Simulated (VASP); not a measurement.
# MgO (F-43m) in VASP: further runs

The runs below take MgO through single point, relaxation of cell and atoms, with B3LYP, HSE06.

All numbers are computed with VASP 6.6.1; they aren't measurements. Logs are shortened: lines on timing, memory, paths and dates and some standing lists are left out, and cuts for length are marked.

**1. The cell of the first run**

It takes space group F-43m (No. 216, cubic). The conventional cell has a = 4.612 Å, b = 4.612 Å, c = 4.612 Å, α = 90.00°, β = 90.00°, γ = 90.00°. Within 2.6 Å of Mg (site symmetry -43m) lie 4 O at 2.00 Å. O (site symmetry -43m) has 4 Mg at 2.00 Å within 2.6 Å.

**2. Single point, B3LYP**

Contents of POSCAR:

```
MgO
1.0
    0.0000000000      2.3061600000      2.3061600000
    2.3061600000      0.0000000000      2.3061600000
    2.3061600000      2.3061600000      0.0000000000
Mg O
1 1
Direct
    0.5000000000      0.5000000000      0.5000000000
    0.7500000000      0.7500000000      0.7500000000
```

Contents of INCAR.step1:

```
ALGO = Normal
EDIFF = 1E-5
ENCUT = 520
GGA = PE
ISIF = 2
ISMEAR = -1
LASPH = True
LCHARG = False
LREAL = False
LWAVE = True
NBANDS = 11
NELM = 60
PREC = Accurate
SIGMA = 0.05
```

Contents of INCAR.step2:

```
AEXX = 0.2
AGGAC = 0.81
AGGAX = 0.72
ALDAC = 0.19
ALGO = Normal
EDIFF = 1E-6
ENCUT = 520
GGA = B3
ISIF = 2
ISMEAR = -1
ISTART = 1
LASPH = True
LCHARG = False
LHFCALC = True
LREAL = False
LWAVE = False
NBANDS = 11
NELM = 60
PREC = Accurate
PRECFOCK = Normal
SIGMA = 0.05
```

Contents of KPOINTS:

```
k-points
0
Gamma
  5 5 5
```

Potentials or basis: VASP PAW PBE potentials, release 64 (Mg, O).

Started as:

```sh
cat potpaw_PBE.64/Mg/POTCAR potpaw_PBE.64/O/POTCAR > POTCAR
cp INCAR.step1 INCAR
mpirun -np 1 vasp_std > vasp.out
cp INCAR.step2 INCAR
mpirun -np 1 vasp_std > vasp.out
```

OUTCAR:

```text
AEXX = 0.2
   EDIFF = 1E-6
   ENCUT = 520
   GGA = B3
   ISIF = 2
   ISMEAR = -1
   ISTART = 1
   LASPH = True
   LHFCALC = True
   LREAL = False
   NELM = 60
   PREC = Accurate
   PRECFOCK = Normal

 ion  position               nearest neighbor table
   1  0.500  0.500  0.500-   2 2.00   2 2.00   2 2.00   2 2.00
   2  0.750  0.750  0.750-   1 2.00   1 2.00   1 2.00   1 2.00

  LATTYP: Found a face centered cubic cell.
 ALAT       =     4.6123200000

  Lattice vectors:

 A1 = (   0.0000000000,   2.3061600000,   2.3061600000)
 A2 = (   2.3061600000,   0.0000000000,   2.3061600000)
 A3 = (   2.3061600000,   2.3061600000,   0.0000000000)

Analysis of symmetry for initial positions (statically):
=====================================================================
 Subroutine PRICEL returns:
 Original cell was already a primitive cell.

 Routine SETGRP: Setting up the symmetry group for a
 face centered cubic supercell.

 Subroutine GETGRP returns: Found 24 space group operations
 (whereof 24 operations were pure point group operations)
 out of a pool of 48 trial point group operations.

The static configuration has the point symmetry T_d .

Analysis of symmetry for dynamics (positions and initial velocities):
=====================================================================
 Subroutine PRICEL returns:
 Original cell was already a primitive cell.

 Routine SETGRP: Setting up the symmetry group for a
 face centered cubic supercell.

 Subroutine GETGRP returns: Found 24 space group operations
 (whereof 24 operations were pure point group operations)
 out of a pool of 48 trial point group operations.

The dynamic configuration has the point symmetry T_d .

 Subroutine INISYM returns: Found 24 space group operations
 (whereof 24 operations are pure point group operations),
 and found     1 'primitive' translations

----------------------------------------------------------------------------------------

                                     Primitive cell

  volume of cell :      24.5300

  direct lattice vectors                    reciprocal lattice vectors
     0.000000000  2.306160000  2.306160000    -0.216810629  0.216810629  0.216810629
     2.306160000  0.000000000  2.306160000     0.216810629 -0.216810629  0.216810629
     2.306160000  2.306160000  0.000000000     0.216810629  0.216810629 -0.216810629

  length of vectors
     3.261402749  3.261402749  3.261402749     0.375527025  0.375527025  0.375527025

  position of ions in fractional coordinates (direct lattice)
     0.500000000  0.500000000  0.500000000
     0.750000000  0.750000000  0.750000000

  ion indices of the primitive-cell ions
   primitive index   ion index
                 1           1
                 2           2

----------------------------------------------------------------------------------------

 KPOINTS: k-points

Automatic generation of k-mesh.
 Grid dimensions read from file:
 generate k-points for:    5    5    5

 Generating k-lattice:

  Cartesian coordinates                     Fractional coordinates (reciprocal lattice)
    -0.043362126  0.043362126  0.043362126     0.200000000  0.000000000  0.000000000
     0.043362126 -0.043362126  0.043362126     0.000000000  0.200000000  0.000000000
     0.043362126  0.043362126 -0.043362126     0.000000000  0.000000000  0.200000000

  Length of vectors
     0.075105405  0.075105405  0.075105405

  Shift w.r.t. Gamma in fractional coordinates (k-lattice)
     0.000000000  0.000000000  0.000000000

 Subroutine IBZKPT returns following result:
 ===========================================

 Found     10 irreducible k-points:

 Following reciprocal coordinates:
            Coordinates               Weight
  0.000000  0.000000  0.000000      1.000000
  0.200000  0.000000  0.000000      8.000000
  0.400000  0.000000  0.000000      8.000000
  0.200000  0.200000  0.000000      6.000000
  0.400000  0.200000  0.000000     24.000000
 -0.400000  0.200000  0.000000     24.000000
 -0.200000  0.200000  0.000000     12.000000
  0.400000  0.400000  0.000000      6.000000
 -0.400000  0.400000  0.000000     12.000000
 -0.400000  0.400000  0.200000     24.000000
   k-points           NKPTS =     10   k-points in BZ     NKDIM =    125   number of bands    NBANDS=     11
   number of dos      NEDOS =    301   number of ions     NIONS =      2
   total plane-waves  NPLWV =  13824
   dimension x,y,z NGX =    24 NGY =   24 NGZ =   24
   dimension x,y,z NGXF=    48 NGYF=   48 NGZF=   48
   ions per type =               1   1
   NGX,Y,Z   is equivalent  to a cutoff of  12.23, 12.23, 12.23 a.u.
   NGXF,Y,Z  is equivalent  to a cutoff of  24.47, 24.47, 24.47 a.u.
 SYSTEM =  unknown system
   PREC   = accura    normal or accurate (medium, high low for compatibility)
   ISTART =      1    job   : 0-new  1-cont  2-samecut
   ICHARG =      0    charge: 1-file 2-atom 10-const
   ISPIN  =      1    spin polarized calculation?
[... 28 lines left out ...]
  Thomas-Fermi vector in A             =   2.263549
   LORBIT       =      0    0 simple, 1 ext, 2 COOP (PROOUT), +10 PAW based schemes
   GGA     = B3    functional components
   LHFCALC =     T    Hartree Fock is set to
   PRECFOCK=normal    Normal, Fast or Accurate (Low or Medium for compatibility)
   ENCUT4O =  -1.0   cutoff for four orbital integrals eV
   NKREDX  =     1    reduce k-point grid by
   NKREDY  =     1    reduce k-point grid by
   NKREDZ  =     1    reduce k-point grid by
   AEXX    =    0.2000 exact exchange contribution
   HFSCREEN=    0.0000 screening length (either q_TF or 0.3 A-1)
   HFSCREENC=   0.0000 screening length for correlation (either q_TF or 0.3 A-1)
   ENCUTFOCK=  -1.0 apply spherical cutoff to Coloumb kernel
   IVDW    =     0    specifies the selected vdW correction
   LEPSILON=     F    determine dielectric tensor
   LRPA    =     F    only Hartree local field effects (RPA)
 non-spin polarized calculation
  energy-cutoff  :      520.00
  volume of cell :       24.53
 maximum number of plane-waves:       678
  NGX = 20; NGY = 20; NGZ = 20

 number of electron       8.0000001 magnetization

 Free energy of the ion-electron system (eV)
  ---------------------------------------------------
  ext. energy  EPLUGINS =         0.00000000
  ---------------------------------------------------
  free energy    TOTEN  =       -13.66688068 eV

  energy without entropy =      -13.66688068  energy(sigma->0) =      -13.66688068

 E-fermi :   0.5436     XC(G=0):  -7.7150

 val. band max:       -0.5916791460   @ k =   0.0000   0.0000   0.0000
 cond. band min:       4.9808730069   @ k =   0.0000   0.0000   0.0000
 fundamental gap:      5.5725521529
 Fermi energy:         0.5435708994

 k-point     1 :       0.0000    0.0000    0.0000
  band No.  band energies     occupation
      1     -17.4816      2.00000
      2      -0.5917      2.00000
      3      -0.5917      2.00000
      4      -0.5917      2.00000
      5       4.9809      0.00000
      6      18.0904      0.00000
      7      18.0904      0.00000
      8      18.0904      0.00000
      9      21.6767      0.00000
     10      21.6769      0.00000
     11      21.8540      0.00000

 k-point     2 :       0.2000    0.0000    0.0000
  band No.  band energies     occupation
      1     -17.2676      2.00000
      2      -1.9409      2.00000
      3      -0.6653      2.00000
      4      -0.6653      2.00000
      5       6.6857      0.00000
      6      15.5271      0.00000
      7      17.5983      0.00000
      8      17.5983      0.00000
      9      20.1539      0.00000
     10      20.1539      0.00000
     11      20.8247      0.00000

 k-point     3 :       0.4000    0.0000    0.0000
  band No.  band energies     occupation
      1     -16.8963      2.00000
      2      -3.4363      2.00000
      3      -0.7796      2.00000
      4      -0.7796      2.00000
      5       9.2821      0.00000
      6      12.2155      0.00000
      7      16.1906      0.00000
      8      16.1906      0.00000
      9      20.9304      0.00000
     10      22.4099      0.00000
     11      22.4099      0.00000
[... 71 lines left out ...]
 k-point     9 :      -0.4000    0.4000    0.0000
  band No.  band energies     occupation
      1     -16.6391      2.00000
      2      -2.8662      2.00000
      3      -2.0009      2.00000
      4      -1.2454      2.00000
      5       8.6212      0.00000
      6      12.9555      0.00000
      7      15.0187      0.00000
      8      17.5976      0.00000
      9      18.2595      0.00000
     10      25.0897      0.00000
     11      25.1820      0.00000

 k-point    10 :      -0.4000    0.4000    0.2000
  band No.  band energies     occupation
      1     -16.6832      2.00000
      2      -2.7770      2.00000
      3      -1.9512      2.00000
      4      -1.3362      2.00000
      5       9.3227      0.00000
      6      12.8447      0.00000
      7      14.6000      0.00000
      8      16.3446      0.00000
      9      20.5121      0.00000
     10      22.6888      0.00000
     11      26.2674      0.00000

------------------------ aborting loop because EDIFF is reached ----------------------------------------

  FORCE on cell =-STRESS in cart. coord.  units (eV):
  Direction    XX          YY          ZZ          XY          YZ          ZX
  --------------------------------------------------------------------------------------
  -------------------------------------------------------------------------------------
  Total       -0.3432433     -0.3432433     -0.3432433      0.0000000     -0.0000000      0.0000000
  in kB      -22.4189022    -22.4189022    -22.4189022      0.0000000     -0.0000000      0.0000000
  external PRESSURE =     -22.4189022 kB  Pullay stress =       0.0000000 kB

 VOLUME and BASIS-vectors are now :
 -----------------------------------------------------------------------------
  energy-cutoff  :      520.00
  volume of cell :       24.53
      direct lattice vectors                 reciprocal lattice vectors
     0.000000000  2.306160000  2.306160000    -0.216810629  0.216810629  0.216810629
     2.306160000  0.000000000  2.306160000     0.216810629 -0.216810629  0.216810629
     2.306160000  2.306160000  0.000000000     0.216810629  0.216810629 -0.216810629

 POSITION                                       TOTAL-FORCE (eV/Angst)
 -----------------------------------------------------------------------------------
      2.30616      2.30616      2.30616         0.000000      0.000000      0.000000
      3.45924      3.45924      3.45924        -0.000000     -0.000000     -0.000000
 -----------------------------------------------------------------------------------
    total drift:                                0.000000      0.000000     -0.000000

  FREE ENERGIE OF THE ION-ELECTRON SYSTEM (eV)
  ---------------------------------------------------
  free  energy   TOTEN  =       -13.6668806793 eV

  energy  without entropy=      -13.6668806793  energy(sigma->0) =      -13.66688068
```

Wall time 73 s (1 thread of Intel Xeon 6975P-C (Granite Rapids), shared host); peak memory 0.15 GiB.

What came out:

| Item | Value |
| --- | --- |
| Free energy | -13.6669 eV |
| Pressure | -2.2 GPa |
| Band gap on the k mesh | 5.57 eV |

Levels at points of the mesh, in eV from the valence-band top:
```
           k point  band 1  band 2  band 3  band 4  band 5  band 6  band 7  band 8
(0.00, 0.00, 0.00)  -16.89    0.00    0.00    0.00    5.57   18.68   18.68   18.68
```

Caveat: the k points lie up to 0.47 Å⁻¹ apart; the PAW data sets were made with another functional, which shifts forces and pressure a little.

**3. Single point, B3LYP**

This run uses another cell than the first one, of 12.02 Å³/atom.

Contents of POSCAR:

```
MgO
1.0
    0.0000000000      2.2905040957      2.2905040957
    2.2905040957      0.0000000000      2.2905040957
    2.2905040957      2.2905040957      0.0000000000
Mg O
1 1
Direct
    0.5000000000      0.5000000000      0.5000000000
    0.7500000000      0.7500000000      0.7500000000
```

Contents of INCAR.step1:

```
SYSTEM = MgO
ALGO     = Normal         ! electronic algorithm
EDIFF    = 1E-5           ! SCF threshold, eV
ENCUT    = 520            ! plane-wave cutoff, eV
GGA      = PE             ! functional
ISIF     = 2              ! what is computed and relaxed
ISMEAR   = -1             ! smearing method
LASPH    = .TRUE.         ! aspherical terms in the spheres
LREAL    = .FALSE.        ! projectors in reciprocal space
LWAVE    = .TRUE.         ! write WAVECAR
NBANDS   = 11             ! bands
NELM     = 60             ! most SCF steps
PREC     = Accurate       ! precision mode
SIGMA    = 0.05           ! smearing width, eV
```

Contents of INCAR.step2:

```
SYSTEM = MgO
AEXX     = 0.2            ! exact-exchange fraction
AGGAC    = 0.81         
AGGAX    = 0.72         
ALDAC    = 0.19         
ALGO     = Normal         ! electronic algorithm
EDIFF    = 1E-6           ! SCF threshold, eV
ENCUT    = 520            ! plane-wave cutoff, eV
GGA      = B3             ! functional
ISIF     = 2              ! what is computed and relaxed
ISMEAR   = -1             ! smearing method
ISTART   = 1            
LASPH    = .TRUE.         ! aspherical terms in the spheres
LCHARG   = .TRUE.         ! write CHGCAR
LELF     = .TRUE.         ! ELF
LHFCALC  = .TRUE.         ! exact exchange
LREAL    = .FALSE.        ! projectors in reciprocal space
LVHAR    = .TRUE.       
LWAVE    = .FALSE.        ! write WAVECAR
NBANDS   = 11             ! bands
NELM     = 60             ! most SCF steps
PREC     = Accurate       ! precision mode
PRECFOCK = Normal       
SIGMA    = 0.05           ! smearing width, eV
```

Contents of KPOINTS:

```
k-points
0
G
  5 5 5
  0 0 0
```

Potentials or basis: VASP PAW PBE potentials, release 64 (Mg, O).

Started as:

```sh
cat potpaw_PBE.64/Mg/POTCAR potpaw_PBE.64/O/POTCAR > POTCAR
cp INCAR.step1 INCAR
mpirun -np 1 vasp_std > vasp.out
cp INCAR.step2 INCAR
mpirun -np 1 vasp_std > vasp.out
```

Wall time 79 s (1 thread of Intel Xeon 6975P-C (Granite Rapids), shared host); peak memory 0.15 GiB.

It converged, with:

- Free energy: -13.6697 eV
- Pressure: 0.2 GPa
- Band gap on the k mesh: 5.70 eV

Levels at points of the mesh, in eV from the valence-band top:
| k point | band 1 | band 2 | band 3 | band 4 | band 5 | band 6 | band 7 | band 8 |
| --- | --- | --- | --- | --- | --- | --- | --- | --- |
| (0.00, 0.00, 0.00) | -16.95 | 0.00 | 0.00 | 0.00 | 5.70 | 18.92 | 18.92 | 18.92 |

Caveat: the k points lie up to 0.48 Å⁻¹ apart; the PAW data sets were made with another functional, which shifts forces and pressure a little.

**4. Single point, HSE06**

Contents of POSCAR:

```
MgO
1.0
    0.0000000000      2.3061600000      2.3061600000
    2.3061600000      0.0000000000      2.3061600000
    2.3061600000      2.3061600000      0.0000000000
Mg O
1 1
Direct
    0.5000000000      0.5000000000      0.5000000000
    0.7500000000      0.7500000000      0.7500000000
```

Contents of INCAR.step1:

```
PREC = Accurate
ENCUT = 520
EDIFF = 1E-5
ISMEAR = -1
SIGMA = 0.05
LREAL = False
LASPH = True
NELM = 60
ALGO = Normal
ISIF = 2
LWAVE = True
LCHARG = False
GGA = PE
NBANDS = 11
```

Contents of INCAR.step2:

```
PREC = Accurate
ENCUT = 520
EDIFF = 1E-7
ISMEAR = -1
SIGMA = 0.05
LREAL = False
LASPH = True
NELM = 60
ALGO = Normal
ISIF = 2
LWAVE = False
LCHARG = False
GGA = PE
LHFCALC = True
HFSCREEN = 0.2079
PRECFOCK = Normal
ISTART = 1
NBANDS = 11
```

Contents of KPOINTS:

```
regular mesh
0
Gamma
  5 5 5
```

Started as:

```sh
cat potpaw_PBE.64/Mg/POTCAR potpaw_PBE.64/O/POTCAR > POTCAR
cp INCAR.step1 INCAR
mpirun -np 1 vasp_std > vasp.out
cp INCAR.step2 INCAR
mpirun -np 1 vasp_std > vasp.out
```

Wall time 1.7 min (1 thread of Intel Xeon 6975P-C (Granite Rapids), shared host); peak memory 0.24 GiB.

Results (log left out):

| Item | Value |
| --- | --- |
| Free energy | -13.9312 eV |
| Pressure | -3.9 GPa |
| Band gap on the k mesh | 5.05 eV |

Levels at points of the mesh, in eV from the valence-band top:
```csv
k point,band 2,band 3,band 4,band 5,band 6,band 7
"(0.00, 0.00, 0.00)",0.00,0.00,0.00,5.05,18.44,18.44
```

Caveat: the k points lie up to 0.47 Å⁻¹ apart; the PAW data sets were made with another functional, which shifts forces and pressure a little.

**5. Relaxation of cell and atoms, B3LYP**

POSCAR is that of step 4.

Contents of INCAR.step1:

```
PREC = Accurate
ENCUT = 600
EDIFF = 1E-5
ISMEAR = -1
SIGMA = 0.05
LREAL = F
LASPH = T
NELM = 80
ALGO = Normal
LWAVE = T
LCHARG = F
GGA = PE
NBANDS = 11
```

Contents of INCAR.step2:

```
PREC = Accurate
ENCUT = 600
EDIFF = 1E-6
ISMEAR = -1
SIGMA = 0.05
LREAL = F
LASPH = T
NELM = 80
ALGO = Normal
ISIF = 3
LWAVE = F
LCHARG = F
GGA = B3
LHFCALC = T
AEXX = 0.2
AGGAX = 0.72
AGGAC = 0.81
ALDAC = 0.19
PRECFOCK = Normal
IBRION = 2
NSW = 60
EDIFFG = -0.01
ISTART = 1
```

Contents of KPOINTS:

```
Automatic mesh
0
Gamma
  5 5 5
```

Started as:

```sh
cat potpaw_PBE.64/Mg/POTCAR potpaw_PBE.64/O/POTCAR > POTCAR
cp INCAR.step1 INCAR
mpirun -np 1 vasp_std > vasp.out
cp INCAR.step2 INCAR
mpirun -np 1 vasp_std > vasp.out
```

Wall time 3.7 min (1 thread of Intel Xeon 6975P-C (Granite Rapids), shared host); peak memory 0.17 GiB.

The run converged. Its results:

```
Free energy                           : -13.6729 eV
Relaxed volume                        : 12.02 Å³/atom
Relaxed cell                          : a = 3.239 Å, b = 3.239 Å, c = 3.239 Å, α = 60.00°, β = 60.00°, γ = 60.00°
Space group after relaxing (to 0.1 Å) : F-43m (No. 216)
Energy gained by relaxing             : 1.9 meV/atom
Ionic steps                           : 3
Pressure after relaxing               : 0.0 GPa
Band gap on the k mesh                : 5.70 eV
```

Step by step:
| step | energy change (eV) | largest force (eV/Å) | pressure (GPa) | volume (Å³) |
| --- | --- | --- | --- | --- |
| 1 | 0.0000 | 0.0000 | -2.41 | 24.53 |
| 2 | -0.0034 | 0.0000 | 0.82 | 23.88 |
| 3 | -0.0038 | 0.0000 | 0.04 | 24.04 |

Final structure:
```
Mg O
1.0
     0.00000    2.29058    2.29058
     2.29058    0.00000    2.29058
     2.29058    2.29058    0.00000
Mg O
1 1
Direct
  0.50000 0.50000 0.50000
  0.75000 0.75000 0.75000
```

Levels at points of the mesh, in eV from the valence-band top:
```
           k point  band 1  band 2  band 3  band 4  band 5  band 6  band 7  band 8
(0.00, 0.00, 0.00)  -16.95    0.00    0.00    0.00    5.70   18.92   18.92   18.92
```

Caveat: the k points lie up to 0.48 Å⁻¹ apart in the final cell; the PAW data sets were made with another functional, which shifts forces and pressure a little.

**6. Overview**

| task | level | cell | cutoff (eV) | share of exact exchange | screening parameter | gap on the mesh (eV) | pressure (GPa) |
| --- | --- | --- | --- | --- | --- | --- | --- |
| single point | B3LYP | a = 3.261 Å, angles 60.0°, 2 atoms | 520 | 0.2 | - | 5.57 | -2.2 |
| single point | B3LYP | a = 3.239 Å, angles 60.0°, 2 atoms | 520 | 0.2 | - | 5.70 | 0.2 |
| single point | HSE06 | a = 3.261 Å, angles 60.0°, 2 atoms | 520 | 0.25 | 0.2079 1/Å | 5.05 | -3.9 |
| relaxation of cell and atoms | B3LYP | relaxed from a = 3.261 Å, angles 60.0°, 2 atoms | 600 | 0.2 | - | 5.70 | 0.0 |

Alike in all rows: potentials or basis VASP PAW PBE potentials, release 64 (Mg, O); no spin polarisation; k mesh 5 × 5 × 5; smearing fermi-dirac 0.05 eV.

Caveats: all runs use coarse meshes; the PAW data sets were made with another functional, which shifts forces and pressure a little.

Absolute energies hang on the potentials; compare differences alone.
